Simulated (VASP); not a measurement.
# In (I4_1/amd) in VASP: relaxation of cell and atoms with PBE

Aim: the relaxation of cell and atoms of In with PBE.

All numbers are computed with VASP 6.6.1; they aren't measurements. Logs are shortened: lines on timing, memory, paths and dates and some standing lists are left out, and cuts for length are marked.

## Step 1: The cell of the first run

Symmetry: I4_1/amd, No. 141, tetragonal system. Conventional cell: a = 5.660 Å, b = 5.660 Å, c = 3.113 Å, α = 90.00°, β = 90.00°, γ = 90.00°. In (site symmetry -4m2) has 10 In at 2.93 to 3.67 Å within 3.9 Å.

## Step 2: Relaxation of cell and atoms, PBE, target pressure 6.2 GPa, at which the enthalpy is minimised

The input, INCAR:

```
SYSTEM = In
ALGO     = Normal         ! electronic algorithm
EDIFF    = 1E-6           ! SCF threshold, eV
EDIFFG   = -0.005         ! ionic threshold
ENCUT    = 600            ! plane-wave cutoff, eV
GGA      = PE             ! functional
IBRION   = 2              ! ionic algorithm
ISIF     = 3              ! what is computed and relaxed
ISMEAR   = -1             ! smearing method
LASPH    = .TRUE.         ! aspherical terms in the spheres
LCHARG   = .FALSE.        ! write CHGCAR
LREAL    = .FALSE.        ! projectors in reciprocal space
LWAVE    = .FALSE.        ! write WAVECAR
NELM     = 80             ! most SCF steps
NSW      = 60             ! ionic steps
PREC     = Accurate       ! precision mode
PSTRESS  = 62.0         
SIGMA    = 0.05           ! smearing width, eV
```

The input, KPOINTS:

```
k-points
0
G
  14 14 14
  0 0 0
```

The input, POSCAR:

```
In
1.0
   -2.8298908712      2.8298908712      1.5564399792
    2.8298908712     -2.8298908712      1.5564399792
    2.8298908712      2.8298908712     -1.5564399792
In
2
Direct
   -0.3750000000     -0.1250000000     -0.2500000000
    0.3750000000      0.1250000000      0.2500000000
```

Potentials or basis: VASP PAW PBE potentials, release 64 (In_d).

Run with:

```console
$ cat potpaw_PBE.64/In_d/POTCAR > POTCAR
$ mpirun -np 1 vasp_std > vasp.out
```

OUTCAR:

```text
SYSTEM = In
   EDIFF = 1E-6
   EDIFFG = -0.005
   ENCUT = 600
   GGA = PE
   IBRION = 2
   ISIF = 3
   ISMEAR = -1
   LASPH = .TRUE.
   LREAL = .FALSE.
   NELM = 80
   NSW = 60
   PREC = Accurate
   PSTRESS = 62.0

 ion  position               nearest neighbor table
   1  0.625  0.875  0.750-   2 2.93   2 2.93   2 2.93   2 2.93   2 3.67   2 3.67   2 3.67   2 3.67

   2  0.375  0.125  0.250-   1 2.93   1 2.93   1 2.93   1 2.93   1 3.67   1 3.67   1 3.67   1 3.67

  LATTYP: Found a body centered tetragonal cell.
 ALAT       =     5.6597817424
 C/A-ratio  =     0.5500000000

  Lattice vectors:

 A1 = (  -2.8298908712,   2.8298908712,   1.5564399792)
 A2 = (   2.8298908712,  -2.8298908712,   1.5564399792)
 A3 = (   2.8298908712,   2.8298908712,  -1.5564399792)

Analysis of symmetry for initial positions (statically):
=====================================================================
 Subroutine PRICEL returns:
 Original cell was already a primitive cell.

 Routine SETGRP: Setting up the symmetry group for a
 body centered tetragonal supercell.

 Subroutine GETGRP returns: Found 16 space group operations
 (whereof  4 operations were pure point group operations)
 out of a pool of 16 trial point group operations.

The static configuration has the point symmetry C_2h.
 The point group associated with its full space group is D_4h.

Analysis of symmetry for dynamics (positions and initial velocities):
=====================================================================
 Subroutine PRICEL returns:
 Original cell was already a primitive cell.

 Routine SETGRP: Setting up the symmetry group for a
 body centered tetragonal supercell.

 Subroutine GETGRP returns: Found 16 space group operations
 (whereof  4 operations were pure point group operations)
 out of a pool of 16 trial point group operations.

The dynamic configuration has the point symmetry C_2h.
 The point group associated with its full space group is D_4h.

 Subroutine INISYM returns: Found 16 space group operations
 (whereof  4 operations are pure point group operations),
 and found     1 'primitive' translations

----------------------------------------------------------------------------------------

                                     Primitive cell

  volume of cell :      49.8576

  direct lattice vectors                    reciprocal lattice vectors
[... 93 lines left out ...]
   ISIF   =      3    stress and relaxation
   ISYM   =      2    0-nonsym 1-usesym 2-fastsym
   POTIM  = 0.5000    time-step for ionic-motion
   TEBEG  =    0.0;   TEEND  =   0.0 temperature during run
   PSTRESS=   62.0 pullay stress
   NELECT =      26.0000    total number of electrons
   NUPDOWN=      -1.0000    fix difference up-down
   EMIN   =  10.00;   EMAX   =-10.00  energy-range for DOS
   EFERMI =   0.00;   METHOD = LEGACY
   ISMEAR =    -1;   SIGMA  =   0.05  broadening in eV -4-tet -1-fermi 0-gaus
   EFERMI_NEDOS =   21; number of points for ismear=-14 and -15
   IALGO  =     38    algorithm
   IMIX   =      4    mixing-type and parameters
     AMIX     =   0.40;   BMIX     =  1.00
     AMIX_MAG =   1.60;   BMIX_MAG =  1.00
  volume/ion in A,a.u.               =      24.93       168.23
  Fermi-wavevector in a.u.,A,eV,Ry     =   1.317717  2.490123 23.624845  1.736377
  Thomas-Fermi vector in A             =   2.447738
   LORBIT       =      0    0 simple, 1 ext, 2 COOP (PROOUT), +10 PAW based schemes
   GGA     = PE    functional components
   LHFCALC =     F    Hartree Fock is set to
   AEXX    =    0.0000 exact exchange contribution
   IVDW    =     0    specifies the selected vdW correction
   LEPSILON=     F    determine dielectric tensor
   LRPA    =     F    only Hartree local field effects (RPA)
 conjugate gradient relaxation of ions
 non-spin polarized calculation
  energy-cutoff  :      600.00
  volume of cell :       49.86
 maximum number of plane-waves:      1684
   NGX = 17   NGY = 17   NGZ = 17

--------------------------------------- Ionic step        1  -------------------------------------------

 number of electron      26.0000008 magnetization

 Free energy of the ion-electron system (eV)
  ---------------------------------------------------
  ext. energy  EPLUGINS =         0.00000000
  ---------------------------------------------------
  free energy    TOTEN  =        -4.84518318 eV

  energy without entropy =       -4.83675212  energy(sigma->0) =       -4.84096765

------------------------ aborting loop because EDIFF is reached ----------------------------------------

  FORCE on cell =-STRESS in cart. coord.  units (eV):
  Direction    XX          YY          ZZ          XY          YZ          ZX
  --------------------------------------------------------------------------------------
  -------------------------------------------------------------------------------------
  Total        2.3762253      2.3762253      1.5600122      0.0000000      0.0000000      0.0000000
  in kB       76.3600922     76.3600922     50.1310543      0.0000000      0.0000000      0.0000000
  external PRESSURE =       5.6170796 kB  Pullay stress =      62.0000000 kB
[... 139 lines left out ...]
--------------------------------------- Ionic step        5  -------------------------------------------

 number of electron      26.0000004 magnetization

 Free energy of the ion-electron system (eV)
  ---------------------------------------------------
  ext. energy  EPLUGINS =         0.00000000
  ---------------------------------------------------
  free energy    TOTEN  =        -4.86887719 eV

  energy without entropy =       -4.86040002  energy(sigma->0) =       -4.86463861

 E-fermi :   7.9123     XC(G=0): -10.4083

 val. band max:        7.9016398368   @ k =  -0.4286   0.4286   0.2143
 cond. band min:       7.9242612095   @ k =   0.2857   0.1429  -0.0000
 fundamental gap:      0.0226213727
 Fermi energy:         7.9122872656

 k-point     1 :       0.0000    0.0000    0.0000
  band No.  band energies     occupation
      1      -7.2078      2.00000
      2      -7.0683      2.00000
      3      -7.0281      2.00000
      4      -7.0090      2.00000
      5      -6.5625      2.00000
      6      -6.5625      2.00000
[... 457 lines left out ...]
      4      -6.8196      2.00000
      5      -6.7514      2.00000
      6      -6.7359      2.00000
[... 9 lines left out ...]
     16      12.2061      0.00000
     17      12.4450      0.00000

 [... further k-points ...]

------------------------ aborting loop because EDIFF is reached ----------------------------------------

  FORCE on cell =-STRESS in cart. coord.  units (eV):
  Direction    XX          YY          ZZ          XY          YZ          ZX
  --------------------------------------------------------------------------------------
  -------------------------------------------------------------------------------------
  Total        1.9449777      1.9449777      1.9386492      0.0000000     -0.0000000      0.0000000
  in kB       62.0848400     62.0848400     61.8828294      0.0000000     -0.0000000      0.0000000
  external PRESSURE =       0.0175032 kB  Pullay stress =      62.0000000 kB
[... 21 lines left out ...]
  energy  without entropy=       -4.8604000176  energy(sigma->0) =       -4.86463861

  enthalpy is  TOTEN    =        -2.9265573299 eV   P V=        1.9423198631

 reached required accuracy - stopping structural energy minimisation
```

OSZICAR:

```text
N       E                     dE             d eps       ncg     rms          rms(c)
DAV:   1     0.200851747383E+03    0.20085E+03   -0.14908E+04  8304   0.240E+03
DAV:   2     0.709836003982E+01   -0.19375E+03   -0.19198E+03  8297   0.411E+02
DAV:   3    -0.464006064508E+01   -0.11738E+02   -0.11684E+02 10226   0.124E+02
DAV:   4    -0.490456654087E+01   -0.26451E+00   -0.26433E+00 10416   0.205E+01
[... 37 lines left out ...]
DAV:   2    -0.486911997259E+01    0.95274E-03   -0.22341E-03 10388   0.919E-01    0.857E-02
DAV:   3    -0.486889664073E+01    0.22333E-03   -0.54273E-04 10883   0.439E-01    0.329E-02
DAV:   4    -0.486887924442E+01    0.17396E-04   -0.56410E-05 10561   0.947E-02    0.118E-02
DAV:   5    -0.486887745289E+01    0.17915E-05   -0.34233E-06  8459   0.221E-02    0.616E-03
DAV:   6    -0.486887719299E+01    0.25991E-06   -0.67801E-07  4378   0.123E-02
   5 F= -.29265573E+01 E0= -.29223187E+01  d E =-.176864E-02
```

Run time: 7.5 min. Hardware: 1 thread of AMD EPYC 9R45 (Zen 5), shared host; peak memory 0.34 GiB.

What came out:

| Property | Result |
| --- | --- |
| Free energy | -4.8689 eV |
| Relaxed volume | 25.10 Å³/atom |
| Relaxed cell | a = 4.338 Å, b = 4.338 Å, c = 4.338 Å, α = 97.05°, β = 97.05°, γ = 138.97° |
| Space group after relaxing (to 0.1 Å) | I4_1/amd (No. 141) |
| Energy change on relaxing (the run minimises the enthalpy) | -11.8 meV/atom |
| Ionic steps | 5 |
| Pressure after relaxing | 6.2 GPa |
| Band gap on the k mesh | zero (bands 13 and 14 overlap by 6.58 eV) |

Step by step:
| step | energy change (eV) | largest force (eV/Å) | pressure (GPa) | volume (Å³) |
| --- | --- | --- | --- | --- |
| 1 | 0.0000 | 0.0000 | 6.76 | 49.86 |
| 2 | -0.0324 | 0.0000 | 5.92 | 50.48 |
| 3 | -0.0434 | 0.0000 | 5.51 | 50.75 |
| 4 | -0.0204 | 0.0000 | 6.30 | 50.11 |
| 5 | -0.0237 | 0.0000 | 6.20 | 50.19 |

Final structure:
```
In
1.0
    -2.87297    2.87297    1.52025
     2.87297   -2.87297    1.52025
     2.87297    2.87297   -1.52025
In
2
Cartesian
  2.8730 1.4365 1.1402
  0.0000 1.4365 0.3801
```

Levels at points of the mesh, in eV from the Fermi level:
```csv
k point,band 9,band 10,band 11,band 12,band 13,band 14,band 15,band 16,band 17
"(0.00, 0.00, 0.00)",-14.32,-14.12,-9.86,-0.65,-0.56,-0.56,4.06,8.46,8.46
"(0.50, 0.00, 0.00)",-14.29,-14.20,-4.38,-3.77,-0.11,0.37,0.69,3.77,5.11
"(0.50, 0.50, 0.00)",-14.36,-14.36,-7.38,-7.38,2.43,2.43,3.60,3.60,8.88
"(0.50, 0.50, 0.50)",-14.45,-14.45,-5.37,-5.37,-3.88,-3.88,7.97,7.97,12.35
```

Caveat: the cell is relaxed towards a set pressure, so the run minimises the enthalpy, not the energy; spin-orbit coupling is left out, which moves the levels of the heavy elements.

The gap in the log of VASP goes by the Fermi energy; the results here count the filled bands.